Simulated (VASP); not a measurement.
Input of a VASP 6.6.1 run:

The input INCAR:

```
ALGO = Normal
EDIFF = 1E-6
ENCUT = 520
GGA = PE
ISIF = 2
ISMEAR = 0
LASPH = True
LCHARG = False
LREAL = False
LWAVE = False
NBANDS = 16
NELM = 100
PREC = Accurate
SIGMA = 0.1
```

Contents of KPOINTS:

```
k-points
0
Gamma
  8 8 6
```

File POSCAR:

```
Cs
1.0
    5.3028107096      0.0000000000      0.0000000000
    0.0000000000      5.4759408269      0.0000000000
    0.0000000000      0.0000000000      8.0098112582
Cs
2
Direct
    0.0000000000      0.0000000000      0.0000000000
    0.5000000000      0.5000000000      0.5000000000
```

Potentials or basis: VASP PAW PBE potentials, release 64 (Cs_sv).

The run is started by

```console
$ cat potpaw_PBE.64/Cs_sv/POTCAR > POTCAR
$ mpirun -np 1 vasp_std > vasp.out
```

**Question.** What does it give for the pressure?

**Answer.** 0.0 GPa.

**Question.** Estimate the band gap on the k mesh.

**Answer.** Zero (band 9 reaches 1.16 eV, above the bottom of band 10 at -0.49 eV).

Stress tensor (GPa, compression positive):
```
 0.07  0.00  0.00
 0.00 -0.01  0.00
 0.00  0.00 -0.02
```

Caveat: the cell differs from its parent crystal (uniaxial strain along a: -2.0 %, then relaxed in part); spin-orbit coupling is left out, which moves the levels of the heavy elements.
